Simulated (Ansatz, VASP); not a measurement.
## CO2 in VASP and in Ansatz

INCAR

```
SYSTEM = CO2
PREC = Accurate
ENCUT = 520
EDIFF = 1E-6
ISMEAR = 0
SIGMA = 0.01
LREAL = .FALSE.
LASPH = .TRUE.
NELM = 120
ALGO = Normal
ISIF = 2
LWAVE = .FALSE.
LCHARG = .FALSE.
GGA = RP
NBANDS = 15
GGA_COMPAT = .FALSE.
NELMDL = -8
```

Contents of KPOINTS:

```
Automatic mesh
0
G
  1 1 1
  0 0 0
```

The input POSCAR:

```
CO2
1.0
   12.0000000000      0.0000000000      0.0000000000
    0.0000000000     12.5000000000      0.0000000000
    0.0000000000      0.0000000000     13.0000000000
C O
1 2
Direct
    0.5000000000      0.5000000000      0.5000000000
    0.5000000000      0.5000000000      0.5900471973
    0.5000000000      0.5000000000      0.4099528027
```

Input for Ansatz:

```yaml
crystal:
  lattice:
    - [12.0, 0.0, 0.0]
    - [0.0, 12.5, 0.0]
    - [0.0, 0.0, 13.0]
  atoms:
    - { symbol: C, position: [0.5, 0.5, 0.5] }
    - { symbol: O, position: [0.5, 0.5, 0.5900471973] }
    - { symbol: O, position: [0.5, 0.5, 0.4099528027] }
scf:
  occupations: { method: gaussian, width: 0.01 }
output:
  forces: true
hamiltonian:
  xc: rpbe
kpoints:
  mp_grid: { grid: [1, 1, 1] }
```

Alike in both runs: task single point; functional RPBE; k mesh 1 × 1 × 1; occupations gaussian, width 0.01 eV; no spin polarisation.

```csv
,VASP,Ansatz
version,VASP 6.6.1,Ansatz 0.2.0
potentials or method,"VASP PAW PBE potentials, release 64 (C, O)","scalar-relativistic, plane waves, PAW"
plane-wave cutoff (eV),520,420
valence electrons in the cell,16,16
```

Ansatz gave:

| Quantity | Value |
| --- | --- |
| rms of the force components (eV/Å) | 0.207 |

Task: What did VASP give for the same quantities?

Result: rms of the force components (eV/Å): 0.505.

VASP's potentials were made for PBE, not for RPBE. Atom by atom the forces differ by 0.297 eV/Å (rms over components). One of these differences is far larger than is usual between the two programs; its cause wasn't traced.

Noted on VASP's run: the standard files for N, O and F lose accuracy on very short bonds.
